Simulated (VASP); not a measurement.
# RbP2 (P4/mmm) in VASP: a series of runs, part 2 of 2

VASP 6.6.1. The steps go on from the part before.

## 4. Single point, PBE

This run uses another cell than the first one: it holds 6 atoms, not 3.

Contents of INCAR:

```
ALGO = Normal ; EDIFF = 1E-6
ENCUT = 520 ; GGA = PE
ISIF = 2 ; ISMEAR = 0
LASPH = T ; LCHARG = F
LREAL = F ; LWAVE = F
NBANDS = 28 ; NELM = 100
PREC = Accurate ; SIGMA = 0.1
```

Contents of KPOINTS:

```
k-points
0
Gamma
  6 4 4
```

Contents of POSCAR:

```
RbP2
1.0
    0.0000000000      3.5133092141      0.0000000000
    0.0000000000      0.0000000000      5.8810089073
    7.0266184281      0.0000000000      0.0000000000
Rb P
2 4
Direct
    0.5000000000      0.0000000000      0.2500000000
    0.5000000000      0.0000000000      0.7500000000
    0.5000000000      0.5000000000      0.5000000000
    0.5000000000      0.5000000000      1.0000000000
    0.0000000000      0.5000000000      0.2500000000
    0.0000000000      0.5000000000      0.7500000000
```

Potentials or basis: VASP PAW PBE potentials, release 64 (Rb_sv, P).

On the command line:

```
cat potpaw_PBE.64/Rb_sv/POTCAR potpaw_PBE.64/P/POTCAR > POTCAR
mpirun -np 1 vasp_std > vasp.out
```

OUTCAR:

```text
EDIFF = 1E-6
   ENCUT = 520
   GGA = PE
   ISIF = 2
   ISMEAR = 0
   LASPH = T
   LREAL = F
   NELM = 100
   PREC = Accurate

 ion  position               nearest neighbor table
   1  0.500  0.000  0.250-   3 3.43   4 3.43   3 3.43   4 3.43   5 3.43   5 3.43   5 3.43   5 3.43
                             2 3.51   2 3.51   2 4.97   2 4.97   2 4.97   2 4.97
   2  0.500  0.000  0.750-   3 3.43   4 3.43   3 3.43   4 3.43   6 3.43   6 3.43   6 3.43   6 3.43
                             1 3.51   1 3.51   1 4.97   1 4.97   1 4.97   1 4.97
   3  0.500  0.500  0.500-   5 2.48   6 2.48   5 2.48   6 2.48   1 3.43   2 3.43   1 3.43   2 3.43

   4  0.500  0.500  0.000-   5 2.48   6 2.48   5 2.48   6 2.48   1 3.43   2 3.43   1 3.43   2 3.43

   5  0.000  0.500  0.250-   3 2.48   4 2.48   3 2.48   4 2.48   1 3.43   1 3.43   1 3.43   1 3.43

   6  0.000  0.500  0.750-   3 2.48   4 2.48   3 2.48   4 2.48   2 3.43   2 3.43   2 3.43   2 3.43

  LATTYP: Found a simple orthorhombic cell.
 ALAT       =     3.5133092141
 B/A-ratio  =     1.6739229453
 C/A-ratio  =     2.0000000000

  Lattice vectors:

 A1 = (   0.0000000000,   3.5133092141,   0.0000000000)
 A2 = (   0.0000000000,   0.0000000000,   5.8810089073)
 A3 = (   7.0266184281,   0.0000000000,   0.0000000000)

Analysis of symmetry for initial positions (statically):
=====================================================================
 Subroutine PRICEL returns following result:

  LATTYP: Found a simple tetragonal cell.
 ALAT       =     3.5133092141
 C/A-ratio  =     1.6739229453

  Lattice vectors:

 A1 = (   0.0000000000,  -3.5133092141,   0.0000000000)
 A2 = (   3.5133092140,   0.0000000000,   0.0000000000)
 A3 = (   0.0000000000,   0.0000000000,   5.8810089073)

   2 primitive cells build up your supercell.

 Routine SETGRP: Setting up the symmetry group for a
 simple orthorhombic supercell.

 Subroutine GETGRP returns: Found  8 space group operations
 (whereof  8 operations were pure point group operations)
 out of a pool of  8 trial point group operations.

The static configuration has the point symmetry D_2h.

Analysis of symmetry for dynamics (positions and initial velocities):
=====================================================================
 Subroutine PRICEL returns following result:

  LATTYP: Found a simple tetragonal cell.
 ALAT       =     3.5133092141
 C/A-ratio  =     1.6739229453

  Lattice vectors:

 A1 = (   0.0000000000,  -3.5133092141,   0.0000000000)
 A2 = (   3.5133092140,   0.0000000000,   0.0000000000)
 A3 = (   0.0000000000,   0.0000000000,   5.8810089073)

   2 primitive cells build up your supercell.

 Routine SETGRP: Setting up the symmetry group for a
 simple orthorhombic supercell.

 Subroutine GETGRP returns: Found  8 space group operations
 (whereof  8 operations were pure point group operations)
 out of a pool of  8 trial point group operations.

The dynamic configuration has the point symmetry D_2h.

 Subroutine INISYM returns: Found  8 space group operations
 (whereof  8 operations are pure point group operations),
 and found     2 'primitive' translations

----------------------------------------------------------------------------------------
[... 43 lines left out ...]
     0.000000000  0.000000000  0.000000000

 Subroutine IBZKPT returns following result:
 ===========================================

 Found     36 irreducible k-points:

 Following reciprocal coordinates:
            Coordinates               Weight
  0.000000  0.000000  0.000000      1.000000
  0.166667  0.000000  0.000000      2.000000
  0.333333  0.000000  0.000000      2.000000
  0.500000  0.000000  0.000000      1.000000
  0.000000  0.250000  0.000000      2.000000
  0.166667  0.250000  0.000000      4.000000
[... 16 lines left out ...]
  0.333333  0.500000  0.250000      4.000000
  0.500000  0.500000  0.250000      2.000000
 [... further k-points ...]
   k-points           NKPTS =     36   k-points in BZ     NKDIM =     36   number of bands    NBANDS=     28
   number of dos      NEDOS =    301   number of ions     NIONS =      6
   total plane-waves  NPLWV =  72576
   dimension x,y,z NGX =    28 NGY =   48 NGZ =   54
   dimension x,y,z NGXF=    56 NGYF=   96 NGZF=  108
   ions per type =               2   4
   NGX,Y,Z   is equivalent  to a cutoff of  13.25, 13.57, 12.78 a.u.
   NGXF,Y,Z  is equivalent  to a cutoff of  26.50, 27.14, 25.55 a.u.
 SYSTEM =  unknown system
   PREC   = accura    normal or accurate (medium, high low for compatibility)
   ISTART =      0    job   : 0-new  1-cont  2-samecut
   ICHARG =      2    charge: 1-file 2-atom 10-const
   ISPIN  =      1    spin polarized calculation?
   LNONCOLLINEAR =      F non collinear calculations
   LSORBIT =      F    spin-orbit coupling
   LASPH  =      T    aspherical Exc in radial PAW
   ENCUT  =  520.0 eV  38.22 Ry    6.18 a.u.   6.53 10.93 13.06*2*pi/ulx,y,z
   NELM   =    100;   NELMIN=  2; NELMDL= -5     # of ELM steps
   EDIFF  = 0.1E-05   stopping-criterion for ELM
   LREAL  =      F    real-space projection
   EDIFFG = 0.1E-04   stopping-criterion for IOM
   NSW    =      0    number of steps for IOM
   IBRION =     -1    ionic relax: 0-MD 1-quasi-New 2-CG
   NFREE  =      0    steps in history (QN), initial steepest desc. (CG)
   ISIF   =      2    stress and relaxation
   ISYM   =      2    0-nonsym 1-usesym 2-fastsym
   POTIM  = 0.5000    time-step for ionic-motion
   TEBEG  =    0.0;   TEEND  =   0.0 temperature during run
   PSTRESS=    0.0 pullay stress
   NELECT =      38.0000    total number of electrons
   NUPDOWN=      -1.0000    fix difference up-down
   EMIN   =  10.00;   EMAX   =-10.00  energy-range for DOS
   EFERMI =   0.00;   METHOD = LEGACY
   ISMEAR =     0;   SIGMA  =   0.10  broadening in eV -4-tet -1-fermi 0-gaus
   EFERMI_NEDOS =   21; number of points for ismear=-14 and -15
   IALGO  =     38    algorithm
   IMIX   =      4    mixing-type and parameters
     AMIX     =   0.40;   BMIX     =  1.00
     AMIX_MAG =   1.60;   BMIX_MAG =  1.00
  volume/ion in A,a.u.               =      24.20       163.29
  Fermi-wavevector in a.u.,A,eV,Ry     =   1.047204  1.978928 14.920633  1.096636
  Thomas-Fermi vector in A             =   2.182074
   LORBIT       =      0    0 simple, 1 ext, 2 COOP (PROOUT), +10 PAW based schemes
   GGA     = PE    functional components
   LHFCALC =     F    Hartree Fock is set to
   AEXX    =    0.0000 exact exchange contribution
   IVDW    =     0    specifies the selected vdW correction
   LEPSILON=     F    determine dielectric tensor
   LRPA    =     F    only Hartree local field effects (RPA)
 non-spin polarized calculation
 Gauss-broadening in eV      SIGMA  =   0.10
  energy-cutoff  :      520.00
  volume of cell :      145.18
 maximum number of plane-waves:      3942
 NGX is ok and might be reduce to    28

 number of electron      38.0000001 magnetization

 Free energy of the ion-electron system (eV)
  ---------------------------------------------------
  ext. energy  EPLUGINS =         0.00000000
  ---------------------------------------------------
  free energy    TOTEN  =       -23.38370101 eV

  energy without entropy =      -23.36998075  energy(sigma->0) =      -23.37684088

 E-fermi :   4.3530     XC(G=0):  -9.0798

 val. band max:        4.2485763687   @ k =   0.3333   0.5000   0.0000
 cond. band min:       4.3581059806   @ k =   0.3333   0.5000   0.5000
 fundamental gap:      0.1095296119
 Fermi energy:         4.3529811734

 k-point     1 :       0.0000    0.0000    0.0000
  band No.  band energies     occupation
      1     -23.7058      2.00000
      2     -23.5905      2.00000
      3      -9.1221      2.00000
      4      -8.6068      2.00000
      5      -7.8286      2.00000
      6      -7.5920      2.00000
[... 733 lines left out ...]
     27       8.6235      0.00000
     28       8.7393      0.00000

 [... further k-points ...]
[... 5 lines left out ...]
  --------------------------------------------------------------------------------------
  -------------------------------------------------------------------------------------
  Total        0.5497209     -0.5080276      0.1231495      0.0000000      0.0000000      0.0000000
  in kB        6.0665003     -5.6063899      1.3590285      0.0000000      0.0000000      0.0000000
  external PRESSURE =       0.6063797 kB  Pullay stress =       0.0000000 kB

 VOLUME and BASIS-vectors are now :
 -----------------------------------------------------------------------------
  energy-cutoff  :      520.00
  volume of cell :      145.18
      direct lattice vectors                 reciprocal lattice vectors
     0.000000000  3.513309214  0.000000000     0.000000000  0.284631935  0.000000000
     0.000000000  0.000000000  5.881008907     0.000000000  0.000000000  0.170038851
     7.026618428  0.000000000  0.000000000     0.142315968  0.000000000  0.000000000

 POSITION                                       TOTAL-FORCE (eV/Angst)
 -----------------------------------------------------------------------------------
      1.75665      1.75665      0.00000        -0.000000      0.000000      0.000000
      5.26996      1.75665      0.00000        -0.000000      0.000000      0.000000
      3.51331      1.75665      2.94050         0.000000     -0.000000     -0.000000
      0.00000      1.75665      2.94050         0.000000     -0.000000      0.000000
      1.75665      0.00000      2.94050         0.000000     -0.000000      0.000000
      5.26996      0.00000      2.94050         0.000000     -0.000000      0.000000
 -----------------------------------------------------------------------------------
    total drift:                                0.000000      0.000000     -0.000000

  FREE ENERGIE OF THE ION-ELECTRON SYSTEM (eV)
  ---------------------------------------------------
  free  energy   TOTEN  =       -23.3837010099 eV

  energy  without entropy=      -23.3699807453  energy(sigma->0) =      -23.37684088
```

Run time: 2.1 min. Hardware: 1 thread of AMD EPYC 7R13 (Zen 3), shared host; peak memory 0.27 GiB.

What came out:

```
Free energy            : -23.3837 eV
Pressure               : 0.1 GPa
Band gap on the k mesh : zero (band 19 reaches 4.97 eV, above the bottom of band 20 at 3.04 eV)
```

Stress tensor (GPa, compression positive):
```
 0.61  0.00  0.00
 0.00 -0.56  0.00
 0.00  0.00  0.14
```

Levels at points of the mesh, in eV from the Fermi level:
```
           k point  band 15  band 16  band 17  band 18  band 19  band 20  band 21  band 22  band 23  band 24
(0.00, 0.00, 0.00)    -3.03    -2.33    -1.24    -0.41    -0.37     0.27     1.18     1.53     2.52     3.04
(0.50, 0.00, 0.00)    -2.33    -1.23    -1.20    -1.20    -0.41    -0.38     1.19     1.53     1.91     3.29
(0.00, 0.50, 0.00)    -3.09    -2.14    -1.69    -0.49    -0.35     1.43     1.46     1.61     1.68     3.18
(0.50, 0.50, 0.00)    -2.14    -1.69    -0.55    -0.54    -0.49    -0.36     0.99     1.44     1.47     3.15
(0.00, 0.00, 0.50)    -2.37    -2.37    -0.93    -0.93     0.61     0.61     1.49     1.49     2.89     2.89
(0.50, 0.00, 0.50)    -3.92    -3.92    -1.86    -1.86    -1.19    -1.19     2.93     2.93     4.66     4.66
(0.00, 0.50, 0.50)    -2.42    -2.42    -0.83    -0.83     0.62     0.62     2.68     2.68     2.88     2.88
(0.50, 0.50, 0.50)    -3.90    -3.90    -1.47    -1.47    -1.27    -1.27     2.69     2.69     3.85     3.85
```

## 5. Overview

```csv
task,cell,k mesh,cutoff (eV),gap on the mesh (eV),pressure (GPa)
single point,"a = 3.513, b = 3.513, c = 5.881 Å, 3 atoms",14 × 14 × 8,520,none,0.0
relaxation of cell and atoms,"relaxed from a = 3.466, b = 3.466, c = 5.879 Å, 3 atoms",14 × 14 × 8,600,none,0.0
single point,"a = 3.513, b = 5.881, c = 7.027 Å, 6 atoms",6 × 4 × 4,520,none,0.1
```

Alike in all rows: level PBE; potentials or basis VASP PAW PBE potentials, release 64 (Rb_sv, P); no spin polarisation; smearing gaussian 0.1 eV.

Total energies depend on the potentials used, so only differences within one code and one set of settings carry meaning.
